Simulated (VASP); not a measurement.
# AlGa3N4 (R3m) in VASP: a series of runs

The runs below take AlGa3N4 through single point, with LDA.

Program: VASP 6.6.1. These are calculated values, not measurements. Logs are shortened: lines on timing, memory, paths and dates and some standing lists are left out, and cuts for length are marked.

## Step 1: The cell of the first run

It takes space group R3m (No. 160, trigonal). Conventional cell: a = 5.853 Å, b = 5.853 Å, c = 7.974 Å, α = 90.00°, β = 90.00°, γ = 120.00°. Al (site symmetry 3m) has 4 N at 1.78 to 1.96 Å within 2.4 Å. Within 2.4 Å of Ga (site symmetry m) lie 4 N at 1.83 to 2.01 Å. Within 2.4 Å of N (site symmetry m) lie 1 Al at 1.78 Å and 3 Ga at 1.83 to 2.01 Å. Within 2.4 Å of N (site symmetry 3m) lie 3 Ga at 1.83 Å and 1 Al at 1.96 Å.

## Step 2: Single point, LDA

INCAR

```
SYSTEM = AlGa3N4
  PREC = Accurate
  ENCUT = 520
  EDIFF = 1E-6
  ISMEAR = 0
  SIGMA = 0.05
  LREAL = .FALSE.
  LASPH = .TRUE.
  NELM = 80
  ALGO = Normal
  ISIF = 2
  LWAVE = .FALSE.
  LCHARG = .FALSE.
  NBANDS = 41
```

KPOINTS

```
regular mesh
0
G
  6 6 6
  0 0 0
```

POSCAR

```
AlGa3N4
1.0
    4.2939496006      0.1549363258      0.1549363258
    0.1549363258      4.2939496006      0.1549363258
    0.1549363258      0.1549363258      4.2939496006
Al Ga N
1 3 4
Direct
    0.0000000000      0.0000000000      0.0000000000
    0.5000000000      0.5000000000      0.0000000000
    0.5000000000      0.0000000000      0.5000000000
    0.0000000000      0.5000000000      0.5000000000
    0.7548078379      0.7548078379      0.2451921621
    0.7548078379      0.2451921621      0.7548078379
    0.2451921621      0.7548078379      0.7548078379
    0.2451921621      0.2451921621      0.2451921621
```

Potentials or basis: VASP PAW LDA potentials, release 64 (Al, Ga_d, N).

Run with:

```
$ cat potpaw_LDA.64/Al/POTCAR potpaw_LDA.64/Ga_d/POTCAR potpaw_LDA.64/N/POTCAR > POTCAR
$ mpirun -np 1 vasp_std > vasp.out
```

OUTCAR:

```text
SYSTEM = AlGa3N4
   PREC = Accurate
   ENCUT = 520
   EDIFF = 1E-6
   ISMEAR = 0
   LREAL = .FALSE.
   LASPH = .TRUE.
   NELM = 80
   ISIF = 2

 ion  position               nearest neighbor table
   1  0.000  0.000  0.000-   5 1.78   6 1.78   7 1.78   8 1.96   3 2.93   4 2.93   2 2.93   4 2.93
                             2 2.93   3 2.93
   2  0.500  0.500  0.000-   6 1.83   7 1.83   8 1.83   5 2.01   1 2.93   1 2.93
   3  0.500  0.000  0.500-   5 1.83   7 1.83   8 1.83   6 2.01   1 2.93   1 2.93
   4  0.000  0.500  0.500-   5 1.83   6 1.83   8 1.83   7 2.01   1 2.93   1 2.93
   5  0.755  0.755  0.245-   1 1.78   3 1.83   4 1.83   2 2.01
   6  0.755  0.245  0.755-   1 1.78   2 1.83   4 1.83   3 2.01
   7  0.245  0.755  0.755-   1 1.78   2 1.83   3 1.83   4 2.01
   8  0.245  0.245  0.245-   2 1.83   3 1.83   4 1.83   1 1.96

  LATTYP: Found a trigonal (rhomboedric) cell.
 ALAT       =     4.2995364521
 COS(alpha) =     0.0732760905

  Lattice vectors:

 A1 = (   4.2939496006,   0.1549363258,   0.1549363258)
 A2 = (   0.1549363258,   4.2939496006,   0.1549363258)
 A3 = (   0.1549363258,   0.1549363258,   4.2939496006)

Analysis of symmetry for initial positions (statically):
=====================================================================
 Subroutine PRICEL returns:
 Original cell was already a primitive cell.

 Routine SETGRP: Setting up the symmetry group for a
 trigonal (rhombohedral) supercell.

 Subroutine GETGRP returns: Found  6 space group operations
 (whereof  6 operations were pure point group operations)
 out of a pool of 12 trial point group operations.

The static configuration has the point symmetry C_3v.

Analysis of symmetry for dynamics (positions and initial velocities):
=====================================================================
 Subroutine PRICEL returns:
 Original cell was already a primitive cell.

 Routine SETGRP: Setting up the symmetry group for a
 trigonal (rhombohedral) supercell.

 Subroutine GETGRP returns: Found  6 space group operations
 (whereof  6 operations were pure point group operations)
 out of a pool of 12 trial point group operations.

The dynamic configuration has the point symmetry C_3v.

 Subroutine INISYM returns: Found  6 space group operations
 (whereof  6 operations are pure point group operations),
 and found     1 'primitive' translations

----------------------------------------------------------------------------------------

                                     Primitive cell

  volume of cell :      78.8701

  direct lattice vectors                    reciprocal lattice vectors
[... 109 lines left out ...]
   PSTRESS=    0.0 pullay stress
   NELECT =      62.0000    total number of electrons
   NUPDOWN=      -1.0000    fix difference up-down
   EMIN   =  10.00;   EMAX   =-10.00  energy-range for DOS
   EFERMI =   0.00;   METHOD = LEGACY
   ISMEAR =     0;   SIGMA  =   0.05  broadening in eV -4-tet -1-fermi 0-gaus
   EFERMI_NEDOS =   21; number of points for ismear=-14 and -15
   IALGO  =     38    algorithm
   IMIX   =      4    mixing-type and parameters
     AMIX     =   0.40;   BMIX     =  1.00
     AMIX_MAG =   1.60;   BMIX_MAG =  1.00
  volume/ion in A,a.u.               =       9.86        66.53
  Fermi-wavevector in a.u.,A,eV,Ry     =   1.510896  2.855180 31.059484  2.282808
  Thomas-Fermi vector in A             =   2.621025
   LORBIT       =      0    0 simple, 1 ext, 2 COOP (PROOUT), +10 PAW based schemes
   GGA     = CA    functional components
   LHFCALC =     F    Hartree Fock is set to
   AEXX    =    0.0000 exact exchange contribution
   IVDW    =     0    specifies the selected vdW correction
   LEPSILON=     F    determine dielectric tensor
   LRPA    =     F    only Hartree local field effects (RPA)
 non-spin polarized calculation
 Gauss-broadening in eV      SIGMA  =   0.05
  energy-cutoff  :      520.00
  volume of cell :       78.87
 maximum number of plane-waves:      2144
   NGX = 15   NGY = 15   NGZ = 15

 number of electron      62.0000029 magnetization

 Free energy of the ion-electron system (eV)
  ---------------------------------------------------
  ext. energy  EPLUGINS =         0.00000000
  ---------------------------------------------------
  free energy    TOTEN  =       -56.59574133 eV

  energy without entropy =      -56.59574133  energy(sigma->0) =      -56.59574133

 E-fermi :   7.0934     XC(G=0): -12.5763

 val. band max:        6.7917882849   @ k =   0.0000   0.0000   0.0000
 cond. band min:       9.3946020274   @ k =   0.0000   0.0000   0.0000
 fundamental gap:      2.6028137425
 Fermi energy:         7.0933693832

 k-point     1 :       0.0000    0.0000    0.0000
  band No.  band energies     occupation
      1     -10.0830      2.00000
      2      -8.4985      2.00000
      3      -8.3295      2.00000
      4      -8.3295      2.00000
      5      -6.8661      2.00000
      6      -6.8100      2.00000
[... 1045 lines left out ...]
     40      17.3316      0.00000
     41      17.6252      0.00000

 [... further k-points ...]

------------------------ aborting loop because EDIFF is reached ----------------------------------------

  FORCE on cell =-STRESS in cart. coord.  units (eV):
  Direction    XX          YY          ZZ          XY          YZ          ZX
  --------------------------------------------------------------------------------------
  -------------------------------------------------------------------------------------
  Total       14.3071139     14.3071139     14.3071139     -9.0839900     -9.0839900     -9.0839900
  in kB      290.6366853    290.6366853    290.6366853   -184.5334251   -184.5334251   -184.5334251
  external PRESSURE =     290.6366853 kB  Pullay stress =       0.0000000 kB

 VOLUME and BASIS-vectors are now :
 -----------------------------------------------------------------------------
  energy-cutoff  :      520.00
  volume of cell :       78.87
      direct lattice vectors                 reciprocal lattice vectors
     4.293949601  0.154936326  0.154936326     0.233472591 -0.008130886 -0.008130886
     0.154936326  4.293949601  0.154936326    -0.008130886  0.233472591 -0.008130886
     0.154936326  0.154936326  4.293949601    -0.008130886 -0.008130886  0.233472591

 POSITION                                       TOTAL-FORCE (eV/Angst)
 -----------------------------------------------------------------------------------
      0.00000      0.00000      0.00000         0.781844      0.781844      0.781844
      2.22444      2.22444      0.15494         0.816109      0.816109      0.815888
      2.22444      0.15494      2.22444         0.816109      0.815888      0.816109
      0.15494      2.22444      2.22444         0.815888      0.816109      0.816109
      3.39604      3.39604      1.28674        -0.742448     -0.742448     -0.811014
      3.39604      1.28674      3.39604        -0.742448     -0.811014     -0.742448
      1.28674      3.39604      3.39604        -0.811014     -0.742448     -0.742448
      1.12882      1.12882      1.12882        -0.934041     -0.934041     -0.934041
 -----------------------------------------------------------------------------------
    total drift:                                0.000546      0.000546      0.000548

  FREE ENERGIE OF THE ION-ELECTRON SYSTEM (eV)
  ---------------------------------------------------
  free  energy   TOTEN  =       -56.5957413276 eV

  energy  without entropy=      -56.5957413276  energy(sigma->0) =      -56.59574133
```

OSZICAR:

```text
N       E                     dE             d eps       ncg     rms          rms(c)
DAV:   1     0.629510346258E+03    0.62951E+03   -0.28099E+04  3051   0.267E+03
DAV:   2     0.434782897994E+02   -0.58603E+03   -0.54548E+03  2792   0.644E+02
DAV:   3    -0.603383435589E+02   -0.10382E+03   -0.10076E+03  2964   0.194E+02
DAV:   4    -0.666757203463E+02   -0.63374E+01   -0.62838E+01  3531   0.510E+01
DAV:   5    -0.668396745749E+02   -0.16395E+00   -0.16369E+00  3228   0.796E+00    0.170E+01
DAV:   6    -0.565423924586E+02    0.10297E+02   -0.27356E+01  4992   0.696E+01    0.492E+00
DAV:   7    -0.567371800080E+02   -0.19479E+00   -0.52763E+00  3139   0.116E+01    0.409E+00
DAV:   8    -0.566390271673E+02    0.98153E-01   -0.68494E-01  4150   0.946E+00    0.116E+00
DAV:   9    -0.565945149295E+02    0.44512E-01   -0.19508E-01  4376   0.636E+00    0.342E-01
DAV:  10    -0.565957157060E+02   -0.12008E-02   -0.17562E-02  3160   0.872E-01    0.113E-01
DAV:  11    -0.565957551173E+02   -0.39411E-04   -0.16214E-03  3912   0.652E-01    0.389E-02
DAV:  12    -0.565957382317E+02    0.16886E-04   -0.33655E-04  4312   0.303E-01    0.175E-02
DAV:  13    -0.565957411876E+02   -0.29559E-05   -0.45590E-05  3416   0.512E-02    0.917E-03
DAV:  14    -0.565957413276E+02   -0.14008E-06   -0.36623E-06  2784   0.311E-02
   1 F= -.56595741E+02 E0= -.56595741E+02  d E =-.414130E-19
```

stdout:

```text
POSCAR found type information on POSCAR AlGaN
 POSCAR found :  3 types and       8 ions
 scaLAPACK will be used
 LDA part: xc-table for (Slater(with rela. corr.)+CA(PZ))
 , standard interpolation
 POSCAR, INCAR and KPOINTS ok, starting setup
 FFT: planning ... GRIDC
 FFT: planning ... GRID_SOFT
 FFT: planning ... GRID
 WAVECAR not read
 entering main loop
```

Wall time 2.2 min (1 thread of Intel Xeon 8259CL, shared host); peak memory 0.21 GiB.

Results:

```yaml
Free_energy: -56.5957 eV
Pressure: 29.1 GPa
Largest_force: 1.618 eV/Å
Band_gap_on_the_k_mesh: 2.60 eV
```

Forces on the atoms (eV/Å):
```
Al   0.782  0.782  0.782
Ga   0.816  0.816  0.816
Ga   0.816  0.816  0.816
Ga   0.816  0.816  0.816
N   -0.742 -0.742 -0.811
N   -0.742 -0.811 -0.742
N   -0.811 -0.742 -0.742
N   -0.934 -0.934 -0.934
```

Levels at points of the mesh, in eV from the valence-band top:
```tsv
k point	band 27	band 28	band 29	band 30	band 31	band 32	band 33	band 34	band 35	band 36
(0.00, 0.00, 0.00)	-2.56	-2.55	-0.65	0.00	0.00	2.60	3.02	3.02	3.20	7.14
(0.50, 0.00, 0.00)	-3.06	-2.31	-1.97	-1.54	-1.15	4.91	4.93	5.97	6.13	8.53
(0.50, 0.50, 0.00)	-3.52	-1.45	-1.43	-1.04	-0.78	6.79	6.92	7.04	7.29	7.67
(0.50, 0.50, 0.50)	-1.28	-1.28	-1.04	-0.56	-0.56	5.14	5.14	5.82	7.20	8.98
```

Caveat: the cell stands under pressure; forces of over 1 eV/Å act on the atoms, so gaps and moduli don't describe the material at rest.

(Continued in part 2 of 2.)
